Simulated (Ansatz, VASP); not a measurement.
# AlGaN2: VASP beside Ansatz

Contents of INCAR:

```
SYSTEM = AlGaN2
PREC     = Accurate       ! precision mode
ENCUT    = 520            ! plane-wave cutoff, eV
EDIFF    = 1E-6           ! SCF threshold, eV
ISMEAR   = 0              ! smearing method
SIGMA    = 0.05           ! smearing width, eV
LREAL    = .False.        ! projectors in reciprocal space
LASPH    = .True.         ! aspherical terms in the spheres
NELM     = 80             ! most SCF steps
ALGO     = Normal         ! electronic algorithm
ISIF     = 2              ! what is computed and relaxed
LWAVE    = .False.        ! write WAVECAR
LCHARG   = .False.        ! write CHGCAR
IBRION   = 2              ! ionic algorithm
NSW      = 50             ! ionic steps
EDIFFG   = -0.01          ! ionic threshold
```

KPOINTS

```
Automatic mesh
0
Gamma
  8 8 6
  0 0 0
```

Contents of POSCAR:

```
AlGaN2
1.0
    3.3960743725      0.0000000000      0.0000000000
    0.0000000000      3.3960743725      0.0000000000
    0.0000000000      0.0000000000      3.9839348464
Al Ga N
1 1 2
Direct
    0.5000000000      0.5000000000      0.5000000000
    0.0000000000      0.0000000000      0.0000000000
    0.5000000000      0.0000000000      0.7400738390
    0.0000000000      0.5000000000      0.2599261610
```

Input for Ansatz:

```yaml
crystal:
  lattice:
    - [3.3960743725, 0.0, 0.0]
    - [0.0, 3.3960743725, 0.0]
    - [0.0, 0.0, 3.9839348464]
  atoms:
    - { symbol: Al, position: [0.5, 0.5, 0.5] }
    - { symbol: Ga, position: [0.0, 0.0, 0.0] }
    - { symbol: "N", position: [0.5, 0.0, 0.740073839] }
    - { symbol: "N", position: [0.0, 0.5, 0.259926161] }
basis:
  ecutwfc: 520.0
kpoints:
  mp_grid: { grid: [8, 8, 6] }
hamiltonian:
  xc: lda
  pseudopotentials: { kind: paw, azcp: { folder: soft_1 } }
scf:
  occupations: { method: gaussian, width: 0.05 }
output:
  forces: true
  stress: true
  eigenvalues: true
relax:
  adjacent_minimum: "off"
  f_tol: 0.01
  max_steps: 30
```

Alike in both runs: task relaxation of the atoms; functional LDA; k mesh 8 × 8 × 6; occupations gaussian, width 0.05 eV; no spin polarisation.

|  | VASP | Ansatz |
| --- | --- | --- |
| version | VASP 6.6.1 | Ansatz 0.2.0 |
| potentials or method | VASP PAW LDA potentials, release 64 (Al, Ga_d, N), cutoff 520 eV | scalar-relativistic, plane waves, PAW |
| valence electrons in the cell | 26 | 26 |

```tsv
	VASP	Ansatz	Ansatz less VASP
gap on the k mesh at the Fermi level, each at its own relaxed structure (eV)	2.18	2.17	-0.013
```

Ansatz warns that its potentials were made for another functional, while VASP's fit it. LDA's correlation is that of Perdew and Zunger in VASP and of Perdew and Wang (1992) in Ansatz. Ansatz's warnings: stress scf threshold loose.
